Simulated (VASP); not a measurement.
Here is a VASP 6.6.1 calculation.

Contents of INCAR:

```
SYSTEM = HgTe
PREC = Accurate
ENCUT = 520
EDIFF = 1E-7
ISMEAR = -1
SIGMA = 0.05
LREAL = .FALSE.
LASPH = .TRUE.
NELM = 150
ALGO = Normal
ISIF = 2
LWAVE = .FALSE.
LCHARG = .FALSE.
LNONCOLLINEAR = .TRUE.
MAGMOM = 0 0 0 0 0 0
LORBIT = 11
LSORBIT = .TRUE.
GGA_COMPAT = .FALSE.
LORBMOM = .TRUE.
GGA = PS
NBANDS = 30
```

The input KPOINTS:

```
Automatic mesh
0
G
  5 5 5
  0 0 0
```

File POSCAR:

```
HgTe
1.0
    0.0000000000      3.2145000000      3.2145000000
    3.2145000000      0.0000000000      3.2145000000
    3.2145000000      3.2145000000      0.0000000000
Hg Te
1 1
Direct
    0.0000000000      0.0000000000      0.0000000000
    0.7500000000      0.7500000000      0.7500000000
```

Potentials or basis: VASP PAW PBE potentials, release 64 (Hg, Te).

The run is started by

```console
$ cat potpaw_PBE.64/Hg/POTCAR potpaw_PBE.64/Te/POTCAR > POTCAR
$ mpirun -np 1 vasp_ncl > vasp.out
```

Problem. What does it give for the pressure?

Solution. 1.8 GPa.

Problem. Estimate the net moment.

Solution. 0.00 μB per cell.

Moments on the atoms (μB; x, y, z):
```
Hg  0.00 0.00 0.00
Te  0.00 0.00 0.00
```

Caveat: the PAW data sets were made with another functional, which shifts forces and pressure a little.
